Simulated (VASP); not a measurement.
Wanted: the native input for a VASP 6.6.1 run.

```
Task                   : single point
Functional             : LDA
Potentials or basis    : VASP PAW LDA potentials, release 64 (Cr_pv)
Cutoff                 : 520 eV
k mesh                 : 22 × 22 × 22
Occupations            : gaussian, width 0.05 eV
Spin                   : no spin polarisation
Dipole correction      : no
Further INCAR settings : ALGO = Normal; EDIFF = 1e-06; NBANDS = 12
```

The structure of Cr lies in POSCAR:

```
Cr
1.0
   -1.3942323889      1.3942323889      1.3942323889
    1.3942323889     -1.3942323889      1.3942323889
    1.3942323889      1.3942323889     -1.3942323889
Cr
1
Direct
    0.0000000000      0.0000000000      0.0000000000
```

These files were run (other wordings do the same):

INCAR

```
SYSTEM = Cr
PREC = Accurate
ENCUT = 520
EDIFF = 1E-6
ISMEAR = 0
SIGMA = 0.05
LREAL = .False.
LASPH = .True.
NELM = 100
ALGO = Normal
ISIF = 2
LWAVE = .False.
LCHARG = .False.
GGA = CA
NBANDS = 12
```

KPOINTS

```
Automatic mesh
0
Gamma
  22 22 22
  0 0 0
```

Potentials or basis: VASP PAW LDA potentials, release 64 (Cr_pv).

The run is started by

```console
$ cat potpaw_LDA.64/Cr_pv/POTCAR > POTCAR
$ mpirun -np 1 vasp_std > vasp.out
```

Results of the run:

```yaml
Pressure: 0.1 GPa
Band_gap_on_the_k_mesh: zero (band 6 reaches 14.43 eV, above the bottom of band 7 at 10.72 eV)
```

Caveat: the run has no spin polarisation, though such a crystal can be magnetic.

Wall time 39 s on 1 thread of AMD EPYC 7R43 64-Core Processor (Zen 3), on a shared host, peak memory 0.11 GiB.
